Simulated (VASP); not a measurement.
Set up this calculation in VASP 6.6.1, as the native input.

```
Task                   : electric field gradients
Functional             : PBE
Dispersion             : D3(BJ)
Potentials or basis    : VASP PAW PBE potentials, release 64 (H, C)
Cutoff                 : 520 eV
k mesh                 : 6 × 6 × 6
Occupations            : gaussian, width 0.01 eV
Spin                   : no spin polarisation
Dipole correction      : no
Further INCAR settings : ALGO = Normal; EDIFF = 1e-08; NBANDS = 22
```

The structure of H3C2 lies in POSCAR:

```
H3C2
1.0
    3.2886087638     -3.2521626436      0.1498722498
    3.2886087638      3.2521626436      0.1498722498
   -0.5537775918      0.0000000000      4.3951130163
H C
6 4
Direct
    0.2409716191      0.2409716191      0.5108070076
    0.7590283809      0.7590283809      0.4891929924
    0.2248177140      0.4983421124      0.2266024761
    0.5016578876      0.7751822860      0.7733975239
    0.7751822860      0.5016578876      0.7733975239
    0.4983421124      0.2248177140      0.2266024761
    0.0795140955      0.0795140955      0.0796359798
    0.9204859045      0.9204859045      0.9203640202
    0.2700858499      0.2700858499      0.2699175809
    0.7299141501      0.7299141501      0.7300824191
```

These files were run (other wordings do the same):

INCAR

```
SYSTEM = H3C2
  ALGO = Normal
  EDIFF = 1E-8
  ENCUT = 520
  GGA = PE
  ISIF = 2
  ISMEAR = 0
  IVDW = 12
  LASPH = .TRUE.
  LCHARG = .FALSE.
  LEFG = .TRUE.
  LREAL = .FALSE.
  LWAVE = .FALSE.
  NBANDS = 22
  NELM = 100
  PREC = Accurate
  SIGMA = 0.01
```

KPOINTS

```
k-points
0
G
  6 6 6
  0 0 0
```

Potentials or basis: VASP PAW PBE potentials, release 64 (H, C).

Command:

```sh
$ cat potpaw_PBE.64/H/POTCAR potpaw_PBE.64/C/POTCAR > POTCAR
$ mpirun -np 1 vasp_std > vasp.out
```

Results of the run:

The pressure is 0.0 GPa. The largest force is 0.065 eV/Å and the band gap on the k mesh is 4.65 eV, indirect (least direct gap 5.20 eV). The dispersion energy per atom is -0.058 eV.

Caveat: without QUAD_EFG the Cq values of the log hold for a quadrupole moment of 1 mb, not for the nuclei.

Wall time 4.7 min on 1 thread of AMD EPYC 7R43 64-Core Processor (Zen 3), on a shared host, peak memory 0.21 GiB.
